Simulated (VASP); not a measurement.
# Si3Ge (P6/mmm) in VASP: a series of runs

Runs on Si3Ge. Level: PBE. Tasks: relaxation of cell and atoms, single point.

All numbers are computed with VASP 6.6.1; they aren't measurements. Logs are shortened: lines on timing, memory, paths and dates and some standing lists are left out, and cuts for length are marked.

## Step 1: The cell of the first run

Symmetry: P6/mmm, No. 191, hexagonal system. The conventional cell has a = 2.693 Å, b = 2.693 Å, c = 10.272 Å, α = 90.00°, β = 90.00°, γ = 120.00°. Within 3.3 Å of Si (site symmetry 6/mmm) lie 8 Si at 2.49 to 2.69 Å. Within 3.3 Å of Si (site symmetry 6mm) lie 7 Si at 2.49 to 2.69 Å and 1 Ge at 2.65 Å. Within 3.5 Å of Ge (site symmetry 6/mmm) lie 2 Si at 2.65 Å and 6 Ge at 2.69 Å.

## Step 2: Relaxation of cell and atoms, PBE

File INCAR:

```
SYSTEM = Si3Ge
ALGO     = Normal         ! electronic algorithm
EDIFF    = 1E-6           ! SCF threshold, eV
EDIFFG   = -0.01          ! ionic threshold
ENCUT    = 600            ! plane-wave cutoff, eV
GGA      = PE             ! functional
IBRION   = 2              ! ionic algorithm
ISIF     = 3              ! what is computed and relaxed
ISMEAR   = 0              ! smearing method
LASPH    = .True.         ! aspherical terms in the spheres
LCHARG   = .False.        ! write CHGCAR
LREAL    = .False.        ! projectors in reciprocal space
LWAVE    = .False.        ! write WAVECAR
NELM     = 100            ! most SCF steps
NSW      = 100            ! ionic steps
PREC     = Accurate       ! precision mode
SIGMA    = 0.1            ! smearing width, eV
```

File KPOINTS:

```
k-points
0
Gamma
  21 21 6
  0 0 0
```

File POSCAR:

```
Si3Ge
1.0
    2.6929235189      0.0000000000      0.0000000000
   -1.3464617595      2.3321401778      0.0000000000
    0.0000000000      0.0000000000     10.2716205743
Si Ge
3 1
Direct
    0.0000000000      0.0000000000      0.5000000000
    0.0000000000      0.0000000000      0.7421815813
    0.0000000000      0.0000000000      0.2578184187
    0.0000000000      0.0000000000      0.0000000000
```

Potentials or basis: VASP PAW PBE potentials, release 64 (Si, Ge_d).

Run with:

```
$ cat potpaw_PBE.64/Si/POTCAR potpaw_PBE.64/Ge_d/POTCAR > POTCAR
$ mpirun -np 1 vasp_std > vasp.out
```

OUTCAR:

```text
SYSTEM = Si3Ge
   EDIFF = 1E-6
   EDIFFG = -0.01
   ENCUT = 600
   GGA = PE
   IBRION = 2
   ISIF = 3
   ISMEAR = 0
   LASPH = .True.
   LREAL = .False.
   NELM = 100
   NSW = 100
   PREC = Accurate

 ion  position               nearest neighbor table
   1  0.000  0.000  0.500-   2 2.49   3 2.49
   2  0.000  0.000  0.742-   1 2.49   4 2.65
   3  0.000  0.000  0.258-   1 2.49   4 2.65
   4  0.000  0.000  0.000-   2 2.65   3 2.65

  LATTYP: Found a hexagonal cell.
 ALAT       =     2.6929235189
 C/A-ratio  =     3.8143008898

  Lattice vectors:

 A1 = (   2.6929235189,   0.0000000000,   0.0000000000)
 A2 = (  -1.3464617595,   2.3321401778,   0.0000000000)
 A3 = (   0.0000000000,   0.0000000000,  10.2716205743)

Analysis of symmetry for initial positions (statically):
=====================================================================
 Subroutine PRICEL returns:
 Original cell was already a primitive cell.

 Routine SETGRP: Setting up the symmetry group for a
 hexagonal supercell.

 Subroutine GETGRP returns: Found 24 space group operations
 (whereof 24 operations were pure point group operations)
 out of a pool of 24 trial point group operations.

The static configuration has the point symmetry D_6h.

Analysis of symmetry for dynamics (positions and initial velocities):
=====================================================================
 Subroutine PRICEL returns:
 Original cell was already a primitive cell.

 Routine SETGRP: Setting up the symmetry group for a
 hexagonal supercell.

 Subroutine GETGRP returns: Found 24 space group operations
 (whereof 24 operations were pure point group operations)
 out of a pool of 24 trial point group operations.

The dynamic configuration has the point symmetry D_6h.

 Subroutine INISYM returns: Found 24 space group operations
 (whereof 24 operations are pure point group operations),
 and found     1 'primitive' translations

----------------------------------------------------------------------------------------

                                     Primitive cell

  volume of cell :      64.5086
[... 110 lines left out ...]
   IALGO  =     38    algorithm
   IMIX   =      4    mixing-type and parameters
     AMIX     =   0.40;   BMIX     =  1.00
     AMIX_MAG =   1.60;   BMIX_MAG =  1.00
  volume/ion in A,a.u.               =      16.13       108.83
  Fermi-wavevector in a.u.,A,eV,Ry     =   1.209280  2.285207 19.896578  1.462357
  Thomas-Fermi vector in A             =   2.344862
   LORBIT       =      0    0 simple, 1 ext, 2 COOP (PROOUT), +10 PAW based schemes
   GGA     = PE    functional components
   LHFCALC =     F    Hartree Fock is set to
   AEXX    =    0.0000 exact exchange contribution
   IVDW    =     0    specifies the selected vdW correction
   LEPSILON=     F    determine dielectric tensor
   LRPA    =     F    only Hartree local field effects (RPA)
 conjugate gradient relaxation of ions
 non-spin polarized calculation
 Gauss-broadening in eV      SIGMA  =   0.10
  energy-cutoff  :      600.00
  volume of cell :       64.51
 maximum number of plane-waves:      2214
 NGX is ok and might be reduce to    24
   NGX = 11   NGY = 11   NGZ = 41

--------------------------------------- Ionic step        1  -------------------------------------------

 number of electron      26.0000011 magnetization

 Free energy of the ion-electron system (eV)
  ---------------------------------------------------
  ext. energy  EPLUGINS =         0.00000000
  ---------------------------------------------------
  free energy    TOTEN  =       -19.43861594 eV

  energy without entropy =      -19.43017870  energy(sigma->0) =      -19.43439732

------------------------ aborting loop because EDIFF is reached ----------------------------------------

  FORCE on cell =-STRESS in cart. coord.  units (eV):
  Direction    XX          YY          ZZ          XY          YZ          ZX
  --------------------------------------------------------------------------------------
  -------------------------------------------------------------------------------------
  Total        0.4218646      0.4218646     -2.0559945     -0.0000000      0.0000000     -0.0000000
  in kB       10.4777019     10.4777019    -51.0640066     -0.0000000      0.0000000     -0.0000000
  external PRESSURE =     -10.0362009 kB  Pullay stress =       0.0000000 kB
[... 95 lines left out ...]
  FREE ENERGIE OF THE ION-ELECTRON SYSTEM (eV)
  ---------------------------------------------------
  free  energy   TOTEN  =       -19.4560985718 eV

  energy  without entropy=      -19.4505182638  energy(sigma->0) =      -19.45330842

[... ionic steps 4 to 10 ...]

--------------------------------------- Ionic step       11  -------------------------------------------

 number of electron      26.0000008 magnetization

------------------------ aborting loop because EDIFF is reached ----------------------------------------
[... 71 lines left out ...]
--------------------------------------- Ionic step       13  -------------------------------------------

 number of electron      26.0000008 magnetization

 Free energy of the ion-electron system (eV)
  ---------------------------------------------------
  ext. energy  EPLUGINS =         0.00000000
  ---------------------------------------------------
  free energy    TOTEN  =       -19.45988121 eV

  energy without entropy =      -19.45431580  energy(sigma->0) =      -19.45709851

 E-fermi :   8.4904     XC(G=0): -11.0272

 val. band max:        8.4869480385   @ k =   0.3333   0.1905   0.1667
 cond. band min:       8.4955525371   @ k =   0.2381   0.1429   0.0000
 fundamental gap:      0.0086044987
 Fermi energy:         8.4903913554

 k-point     1 :       0.0000    0.0000    0.0000
  band No.  band energies     occupation
      1     -16.2887      2.00000
      2     -16.2887      2.00000
      3     -16.2702      2.00000
      4     -16.1134      2.00000
      5     -16.1134      2.00000
      6      -5.2222      2.00000
[... 457 lines left out ...]
      4     -16.1668      2.00000
      5     -16.1283      2.00000
      6      -3.5405      2.00000
[... 9 lines left out ...]
     16      12.4486      0.00000
     17      13.7671      0.00000

 [... further k-points ...]

------------------------ aborting loop because EDIFF is reached ----------------------------------------

  FORCE on cell =-STRESS in cart. coord.  units (eV):
  Direction    XX          YY          ZZ          XY          YZ          ZX
  --------------------------------------------------------------------------------------
  -------------------------------------------------------------------------------------
  Total        0.0394754      0.0394754      0.0287046     -0.0000000     -0.0000000     -0.0000000
  in kB        0.9806428      0.9806428      0.7130742     -0.0000000     -0.0000000     -0.0000000
  external PRESSURE =       0.8914533 kB  Pullay stress =       0.0000000 kB
[... 19 lines left out ...]
  FREE ENERGIE OF THE ION-ELECTRON SYSTEM (eV)
  ---------------------------------------------------
  free  energy   TOTEN  =       -19.4598812070 eV

  energy  without entropy=      -19.4543158045  energy(sigma->0) =      -19.45709851

 reached required accuracy - stopping structural energy minimisation
```

Run time: 13 min. Hardware: 1 thread of AMD EPYC 9R45 (Zen 5), shared host; peak memory 0.38 GiB.

What came out:

```
Free energy                            : -19.4599 eV
Relaxed volume                         : 16.12 Å³/atom
Relaxed cell                           : a = 2.714 Å, b = 2.714 Å, c = 10.108 Å, α = 90.00°, β = 90.00°, γ = 120.00°
Space group after relaxing (to 0.05 Å) : P6/mmm (No. 191)
Energy gained by relaxing              : 5.3 meV/atom
Ionic steps                            : 13
Pressure after relaxing                : 0.1 GPa
Largest force after relaxing           : 0.003 eV/Å
```

Forces on the atoms (eV/Å):
```
Si   0.000  0.000  0.000
Si   0.000  0.000  0.003
Si   0.000  0.000 -0.003
Ge   0.000  0.000  0.000
```

The path:
```
step  energy change (eV)  largest force (eV/Å)  pressure (GPa)  volume (Å³)
   1              0.0000                0.0291           -1.00        64.51
   2             -0.0126                0.1598            1.60        63.55
   3             -0.0175                0.1019            1.03        63.89
   4             -0.0175                0.1055            1.05        63.87
   5             -0.0200                0.0764           -0.03        64.65
   6             -0.0203                0.0831            0.09        64.46
   7             -0.0203                0.0841            0.31        64.44
   8             -0.0203                0.0836            0.12        64.45
   9             -0.0210                0.0332           -0.09        64.62
  10             -0.0210                0.0336           -0.11        64.62
  11             -0.0212                0.0194            0.02        64.56
  12             -0.0212                0.0140            0.05        64.54
  13             -0.0213                0.0032            0.09        64.50
```

Final structure:
```
CELL_PARAMETERS angstrom
2.71430 0.00000 0.00000
-1.35715 2.35065 0.00000
0.00000 0.00000 10.10837
ATOMIC_POSITIONS crystal
Si 0.00000 0.00000 0.50000
Si 0.00000 0.00000 0.74350
Si 0.00000 0.00000 0.25650
Ge 0.00000 0.00000 0.00000
```

Levels at points of the mesh, in eV from the Fermi level:
```tsv
k point	band 9	band 10	band 11	band 12	band 13	band 14	band 15	band 16	band 17
(0.00, 0.00, 0.00)	-8.93	-6.68	-0.91	-0.76	7.71	8.16	9.22	9.22	10.30
(0.00, 0.00, 0.50)	-10.21	-4.55	-4.38	3.07	3.74	9.35	9.35	9.78	9.78
```

Caveat: the bands computed are all filled at some k points, so no gap is given.

## Step 3: Single point, PBE

File INCAR:

```
  PREC = Accurate
  ENCUT = 520
  EDIFF = 1E-6
  ISMEAR = 0
  SIGMA = 0.1
  LREAL = F
  LASPH = T
  NELM = 100
  ALGO = Normal
  ISIF = 2
  LWAVE = F
  LCHARG = F
  GGA = PE
  NBANDS = 21
```

File KPOINTS:

```
regular mesh
0
Gamma
  9 9 2
```

POSCAR is that of step 2.

Potentials or basis: VASP PAW PBE potentials, release 64 (Si, Ge_d).

Run with:

```
$ cat potpaw_PBE.64/Si/POTCAR potpaw_PBE.64/Ge_d/POTCAR > POTCAR
$ mpirun -np 1 vasp_std > vasp.out
```

It took 16 s on 1 thread of AMD EPYC 9R45 (Zen 5), shared host; peak memory 0.16 GiB.

Results (log left out):

| Quantity | Value |
| --- | --- |
| Free energy | -19.3123 eV |
| Pressure | 0.0 GPa |
| Largest force | 0.007 eV/Å |
| Band gap on the k mesh | zero (band 13 reaches 15.51 eV, above the bottom of band 14 at 5.62 eV) |

Forces in eV/Å, atoms in the order of the input:
```
Si   0.000  0.000  0.000
Si   0.000  0.000  0.007
Si   0.000  0.000 -0.007
Ge   0.000  0.000  0.000
```

Stress tensor (GPa, compression positive):
```
 0.04  0.00  0.00
 0.00  0.04  0.00
 0.00  0.00 -0.16
```

Levels at points of the mesh, in eV from the Fermi level:
```csv
k point,band 11,band 12,band 13,band 14,band 15,band 16
"(0.00, 0.00, 0.00)",-1.22,-1.06,7.05,7.91,9.64,9.64
"(0.00, 0.00, 0.50)",-4.53,2.63,3.34,9.75,9.75,10.23
```
